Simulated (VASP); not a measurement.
Write the native input for VASP 6.6.1 that does the following.

* Task: single point
* Functional: r2SCAN
* Potentials or basis: VASP PAW PBE potentials, release 64 (Pb_d, O)
* Cutoff: 520 eV
* k mesh: 13 × 13 × 13
* Occupations: fermi-dirac, width 0.08 eV
* Spin: no spin polarisation
* Dipole correction: no
* Further INCAR settings: ALGO = Normal; EDIFF = 1e-06; NBANDS = 17

PbO (CsCl type):

```
CELL_PARAMETERS angstrom
2.89478 0.00000 0.00000
0.00000 2.89478 0.00000
0.00000 0.00000 2.89478
ATOMIC_POSITIONS crystal
Pb 0.00000 0.00000 0.00000
O 0.50000 0.50000 0.50000
```

These files were run (other wordings do the same):

POSCAR

```
PbO
1.0
    2.8947755556      0.0000000000      0.0000000000
    0.0000000000      2.8947755556      0.0000000000
    0.0000000000      0.0000000000      2.8947755556
Pb O
1 1
Direct
    0.0000000000      0.0000000000      0.0000000000
    0.5000000000      0.5000000000      0.5000000000
```

INCAR.step1

```
PREC = Accurate
ENCUT = 520
ISMEAR = -1
SIGMA = 0.08
LREAL = False
LASPH = True
NELM = 80
NBANDS = 17
GGA = PE
ALGO = Normal
EDIFF = 1E-4
LWAVE = True
LCHARG = False
```

INCAR.step2

```
PREC = Accurate
ENCUT = 520
EDIFF = 1E-6
ISMEAR = -1
SIGMA = 0.08
LREAL = False
LASPH = True
NELM = 80
ALGO = Normal
ISIF = 2
LWAVE = False
LCHARG = True
METAGGA = R2SCAN
LMIXTAU = True
LELF = True
LVHAR = True
NBANDS = 17
ISTART = 1
```

KPOINTS

```
regular mesh
0
Gamma
  13 13 13
```

Potentials or basis: VASP PAW PBE potentials, release 64 (Pb_d, O).

Launch:

```bash
$ cat potpaw_PBE.64/Pb_d/POTCAR potpaw_PBE.64/O/POTCAR > POTCAR
$ cp INCAR.step1 INCAR
$ mpirun -np 1 vasp_std > vasp.out
$ cp INCAR.step2 INCAR
$ mpirun -np 1 vasp_std > vasp.out
```

It gave:

```
Pressure               : 58.9 GPa
Band gap on the k mesh : 0.46 eV, indirect (least direct gap 1.05 eV)
```

Caveat: the PAW data sets were made with another functional, which shifts forces and pressure a little; spin-orbit coupling is left out, which moves the levels of the heavy elements.

It took 38 s on 1 thread of Intel(R) Xeon(R) 6975P-C (Granite Rapids) (shared host), peak memory 0.17 GiB.
